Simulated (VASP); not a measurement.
# AgBr (Fm-3m) in VASP: further runs, part 2 of 2

VASP 6.6.1. Earlier steps stand in the parts before.

## (3) Single point, BLYP

This run uses another cell than the first one, of 22.70 Å³/atom, 0.980 times its volume.

The input, INCAR:

```
PREC = Accurate
ENCUT = 500
EDIFF = 1E-6
ISMEAR = -1
SIGMA = 0.05
LREAL = False
LASPH = True
NELM = 120
ALGO = Normal
ISIF = 2
LWAVE = False
LCHARG = True
GGA = B5
ALDAX = 1.0
AGGAX = 1.0
AGGAC = 1.0
ALDAC = 0.0
LELF = True
LVHAR = True
NBANDS = 16
GGA_COMPAT = False
```

The input, KPOINTS:

```
regular mesh
0
Gamma
  8 8 8
```

The input, POSCAR:

```
AgBr
1.0
    0.0000000000      2.8313594341      2.8313594341
    2.8313594341      0.0000000000      2.8313594341
    2.8313594341      2.8313594341      0.0000000000
Ag Br
1 1
Direct
    0.0000000000      0.0000000000      0.0000000000
    0.5000000000      0.5000000000      0.5000000000
```

Potentials or basis: VASP PAW PBE potentials, release 64 (Ag, Br).

Run with:

```bash
> cat potpaw_PBE.64/Ag/POTCAR potpaw_PBE.64/Br/POTCAR > POTCAR
> mpirun -np 1 vasp_std > vasp.out
```

OUTCAR:

```text
PREC = Accurate
   ENCUT = 500
   EDIFF = 1E-6
   ISMEAR = -1
   LREAL = False
   LASPH = True
   NELM = 120
   ISIF = 2
   GGA = B5

 ion  position               nearest neighbor table
   1  0.000  0.000  0.000-   2 2.83   2 2.83   2 2.83   2 2.83   2 2.83   2 2.83
   2  0.500  0.500  0.500-   1 2.83   1 2.83   1 2.83   1 2.83   1 2.83   1 2.83

  LATTYP: Found a face centered cubic cell.
 ALAT       =     5.6627188682

  Lattice vectors:

 A1 = (   0.0000000000,   2.8313594341,   2.8313594341)
 A2 = (   2.8313594341,   0.0000000000,   2.8313594341)
 A3 = (   2.8313594341,   2.8313594341,   0.0000000000)

Analysis of symmetry for initial positions (statically):
=====================================================================
 Subroutine PRICEL returns:
 Original cell was already a primitive cell.

 Routine SETGRP: Setting up the symmetry group for a
 face centered cubic supercell.

 Subroutine GETGRP returns: Found 48 space group operations
 (whereof 48 operations were pure point group operations)
 out of a pool of 48 trial point group operations.

The static configuration has the point symmetry O_h .

Analysis of symmetry for dynamics (positions and initial velocities):
=====================================================================
 Subroutine PRICEL returns:
 Original cell was already a primitive cell.

 Routine SETGRP: Setting up the symmetry group for a
 face centered cubic supercell.

 Subroutine GETGRP returns: Found 48 space group operations
 (whereof 48 operations were pure point group operations)
 out of a pool of 48 trial point group operations.

The dynamic configuration has the point symmetry O_h .

 Subroutine INISYM returns: Found 48 space group operations
 (whereof 48 operations are pure point group operations),
 and found     1 'primitive' translations

----------------------------------------------------------------------------------------

                                     Primitive cell

  volume of cell :      45.3957

  direct lattice vectors                    reciprocal lattice vectors
     0.000000000  2.831359434  2.831359434    -0.176593616  0.176593616  0.176593616
     2.831359434  0.000000000  2.831359434     0.176593616 -0.176593616  0.176593616
     2.831359434  2.831359434  0.000000000     0.176593616  0.176593616 -0.176593616

  length of vectors
     4.004146912  4.004146912  4.004146912     0.305869115  0.305869115  0.305869115

  position of ions in fractional coordinates (direct lattice)
     0.000000000  0.000000000  0.000000000
     0.500000000  0.500000000  0.500000000

  ion indices of the primitive-cell ions
   primitive index   ion index
                 1           1
                 2           2

----------------------------------------------------------------------------------------

 KPOINTS: regular mesh

Automatic generation of k-mesh.
 Grid dimensions read from file:
 generate k-points for:    8    8    8

 Generating k-lattice:

  Cartesian coordinates                     Fractional coordinates (reciprocal lattice)
    -0.022074202  0.022074202  0.022074202     0.125000000  0.000000000  0.000000000
     0.022074202 -0.022074202  0.022074202     0.000000000  0.125000000  0.000000000
     0.022074202  0.022074202 -0.022074202     0.000000000  0.000000000  0.125000000

  Length of vectors
     0.038233639  0.038233639  0.038233639

  Shift w.r.t. Gamma in fractional coordinates (k-lattice)
     0.000000000  0.000000000  0.000000000

 Subroutine IBZKPT returns following result:
 ===========================================

 Found     29 irreducible k-points:

 Following reciprocal coordinates:
            Coordinates               Weight
  0.000000  0.000000  0.000000      1.000000
  0.125000  0.000000  0.000000      8.000000
  0.250000  0.000000  0.000000      8.000000
  0.375000  0.000000  0.000000      8.000000
  0.500000  0.000000  0.000000      4.000000
  0.125000  0.125000  0.000000      6.000000
[... 16 lines left out ...]
  0.500000  0.250000  0.125000     48.000000
 -0.375000  0.250000  0.125000     24.000000
 [... further k-points ...]
   k-points           NKPTS =     29   k-points in BZ     NKDIM =     29   number of bands    NBANDS=     16
   number of dos      NEDOS =    301   number of ions     NIONS =      2
   total plane-waves  NPLWV =  27000
   dimension x,y,z NGX =    30 NGY =   30 NGZ =   30
   dimension x,y,z NGXF=    60 NGYF=   60 NGZF=   60
   ions per type =               1   1
   NGX,Y,Z   is equivalent  to a cutoff of  12.46, 12.46, 12.46 a.u.
   NGXF,Y,Z  is equivalent  to a cutoff of  24.91, 24.91, 24.91 a.u.
 SYSTEM =  unknown system
   PREC   = accura    normal or accurate (medium, high low for compatibility)
   ISTART =      0    job   : 0-new  1-cont  2-samecut
   ICHARG =      2    charge: 1-file 2-atom 10-const
   ISPIN  =      1    spin polarized calculation?
   LNONCOLLINEAR =      F non collinear calculations
   LSORBIT =      F    spin-orbit coupling
   LASPH  =      T    aspherical Exc in radial PAW
   ENCUT  =  500.0 eV  36.75 Ry    6.06 a.u.   7.30  7.30  7.30*2*pi/ulx,y,z
   NELM   =    120;   NELMIN=  2; NELMDL= -5     # of ELM steps
   EDIFF  = 0.1E-05   stopping-criterion for ELM
   LREAL  =      F    real-space projection
   EDIFFG = 0.1E-04   stopping-criterion for IOM
   NSW    =      0    number of steps for IOM
   IBRION =     -1    ionic relax: 0-MD 1-quasi-New 2-CG
   NFREE  =      0    steps in history (QN), initial steepest desc. (CG)
   ISIF   =      2    stress and relaxation
   ISYM   =      2    0-nonsym 1-usesym 2-fastsym
   POTIM  = 0.5000    time-step for ionic-motion
   TEBEG  =    0.0;   TEEND  =   0.0 temperature during run
   PSTRESS=    0.0 pullay stress
   NELECT =      18.0000    total number of electrons
   NUPDOWN=      -1.0000    fix difference up-down
   EMIN   =  10.00;   EMAX   =-10.00  energy-range for DOS
   EFERMI =   0.00;   METHOD = LEGACY
   ISMEAR =    -1;   SIGMA  =   0.05  broadening in eV -4-tet -1-fermi 0-gaus
   EFERMI_NEDOS =   21; number of points for ismear=-14 and -15
   IALGO  =     38    algorithm
   IMIX   =      4    mixing-type and parameters
     AMIX     =   0.40;   BMIX     =  1.00
     AMIX_MAG =   1.60;   BMIX_MAG =  1.00
  volume/ion in A,a.u.               =      22.70       153.17
  Fermi-wavevector in a.u.,A,eV,Ry     =   1.202709  2.272791 19.680958  1.446510
  Thomas-Fermi vector in A             =   2.338483
   LORBIT       =      0    0 simple, 1 ext, 2 COOP (PROOUT), +10 PAW based schemes
   GGA     = B5    functional components
   LHFCALC =     F    Hartree Fock is set to
   AEXX    =    0.0000 exact exchange contribution
   IVDW    =     0    specifies the selected vdW correction
   LEPSILON=     F    determine dielectric tensor
   LRPA    =     F    only Hartree local field effects (RPA)
 non-spin polarized calculation
  energy-cutoff  :      500.00
  volume of cell :       45.40
 maximum number of plane-waves:      1174
 NGX is ok and might be reduce to    30
   NGX = 15   NGY = 15   NGZ = 15

 number of electron      17.9999997 magnetization

 Free energy of the ion-electron system (eV)
  ---------------------------------------------------
  ext. energy  EPLUGINS =         0.00000000
  ---------------------------------------------------
  free energy    TOTEN  =        -4.06357205 eV

  energy without entropy =       -4.06356419  energy(sigma->0) =       -4.06356812

 E-fermi :   4.9609     XC(G=0):  -9.5337

 val. band max:        4.5125015087   @ k =   0.5000   0.0000   0.0000
 cond. band min:       5.2654871506   @ k =   0.0000   0.0000   0.0000
 fundamental gap:      0.7529856419
 Fermi energy:         4.9608697349

 k-point     1 :       0.0000    0.0000    0.0000
  band No.  band energies     occupation
      1     -10.8086      2.00000
      2       1.5054      2.00000
      3       1.5054      2.00000
      4       1.5054      2.00000
      5       1.5063      2.00000
      6       1.5063      2.00000
[... 8 lines left out ...]
     15      16.4401      0.00000
     16      16.4401      0.00000

 k-point     2 :       0.1250    0.0000    0.0000
  band No.  band energies     occupation
      1     -10.7419      2.00000
      2       1.0946      2.00000
      3       1.0946      2.00000
      4       1.1558      2.00000
      5       1.5518      2.00000
      6       1.5518      2.00000
[... 8 lines left out ...]
     15      15.6275      0.00000
     16      16.0910      0.00000
[... 387 lines left out ...]
      5       1.7155      2.00000
      6       1.8434      2.00000
[... 8 lines left out ...]
     15      18.4771      0.00000
     16      18.8455      0.00000

 k-point    24 :      -0.3750    0.2500    0.1250
  band No.  band energies     occupation
      1     -10.2807      2.00000
      2      -0.5905      2.00000
      3       0.1796      2.00000
      4       0.2016      2.00000
      5       1.7873      2.00000
      6       1.8444      2.00000
[... 8 lines left out ...]
     15      17.3588      0.00000
     16      19.0839      0.00000

 [... further k-points ...]
[... 5 lines left out ...]
  --------------------------------------------------------------------------------------
  -------------------------------------------------------------------------------------
  Total        2.5311898      2.5311898      2.5311898      0.0000000      0.0000000     -0.0000000
  in kB       89.3347203     89.3347203     89.3347203      0.0000000      0.0000000     -0.0000000
  external PRESSURE =      89.3347203 kB  Pullay stress =       0.0000000 kB

 VOLUME and BASIS-vectors are now :
 -----------------------------------------------------------------------------
  energy-cutoff  :      500.00
  volume of cell :       45.40
      direct lattice vectors                 reciprocal lattice vectors
     0.000000000  2.831359434  2.831359434    -0.176593616  0.176593616  0.176593616
     2.831359434  0.000000000  2.831359434     0.176593616 -0.176593616  0.176593616
     2.831359434  2.831359434  0.000000000     0.176593616  0.176593616 -0.176593616

 POSITION                                       TOTAL-FORCE (eV/Angst)
 -----------------------------------------------------------------------------------
      0.00000      0.00000      0.00000        -0.000000      0.000000      0.000000
      2.83136      2.83136      2.83136         0.000000     -0.000000     -0.000000
 -----------------------------------------------------------------------------------
    total drift:                               -0.000000      0.000000      0.000000

  FREE ENERGIE OF THE ION-ELECTRON SYSTEM (eV)
  ---------------------------------------------------
  free  energy   TOTEN  =        -4.0635720499 eV

  energy  without entropy=       -4.0635641920  energy(sigma->0) =       -4.06356812
```

OSZICAR:

```text
N       E                     dE             d eps       ncg     rms          rms(c)
DAV:   1     0.964251988203E+02    0.96425E+02   -0.84455E+03   968   0.978E+02
DAV:   2    -0.921217087765E+00   -0.97346E+02   -0.90773E+02  1136   0.212E+02
DAV:   3    -0.420359623992E+01   -0.32824E+01   -0.32762E+01  1136   0.406E+01
DAV:   4    -0.422163510041E+01   -0.18039E-01   -0.18038E-01  1168   0.328E+00
DAV:   5    -0.422182822379E+01   -0.19312E-03   -0.19312E-03  1136   0.323E-01    0.622E+00
DAV:   6    -0.406764487036E+01    0.15418E+00   -0.25343E-01  1088   0.710E+00    0.403E+00
DAV:   7    -0.406355563141E+01    0.40892E-02   -0.84502E-02  1040   0.191E+00    0.178E+00
DAV:   8    -0.406355742134E+01   -0.17899E-05   -0.43450E-03  1056   0.695E-01    0.305E-01
DAV:   9    -0.406355244436E+01    0.49770E-05   -0.52899E-04  1136   0.253E-01    0.273E-02
DAV:  10    -0.406356953868E+01   -0.17094E-04   -0.40719E-05  1136   0.794E-02    0.144E-02
DAV:  11    -0.406357234850E+01   -0.28098E-05   -0.95676E-06  1024   0.274E-02    0.675E-03
DAV:  12    -0.406357204989E+01    0.29861E-06   -0.78962E-07   664   0.667E-03
   1 F= -.40635720E+01 E0= -.40635681E+01  d E =-.785794E-05
```

Run time: 26 s. Hardware: 1 thread of Intel Xeon Platinum 8488C (Sapphire Rapids), shared host; peak memory 0.17 GiB.

What came out:

| Quantity | Value |
| --- | --- |
| Free energy | -4.0636 eV |
| Pressure | 8.9 GPa |
| Band gap on the k mesh | 0.75 eV, indirect (least direct gap 2.81 eV) |

Caveat: the PAW data sets were made with another functional, which shifts forces and pressure a little. A k mesh can miss the band edges.
